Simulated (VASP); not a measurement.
A run of VASP 6.6.1 is set up as follows.

INCAR

```
SYSTEM = Sb
ALGO = Normal ; EDIFF = 1E-8
ENCUT = 520 ; GGA = PS
ISIF = 2 ; ISMEAR = -1
LASPH = .TRUE. ; LCHARG = .FALSE.
LEFG = .TRUE. ; LREAL = .FALSE.
LWAVE = .FALSE. ; NBANDS = 8
NELM = 60 ; PREC = Accurate
SIGMA = 0.03
```

The input KPOINTS:

```
k-points
0
G
  14 14 14
  0 0 0
```

The input POSCAR:

```
Sb
1.0
    0.0000000000      2.3502075557      2.3502075557
    2.3502075557      0.0000000000      2.3502075557
    2.3502075557      2.3502075557      0.0000000000
Sb
1
Direct
    0.0000000000      0.0000000000      0.0000000000
```

Potentials or basis: VASP PAW PBE potentials, release 64 (Sb).

Command:

```bash
$ cat potpaw_PBE.64/Sb/POTCAR > POTCAR
$ mpirun -np 1 vasp_std > vasp.out
```

Question: Predict the pressure.

Answer: 0.5 GPa.

Caveat: without QUAD_EFG the Cq values of the log hold for a quadrupole moment of 1 mb, not for the nuclei; the PAW data sets were made with another functional, which shifts forces and pressure a little.
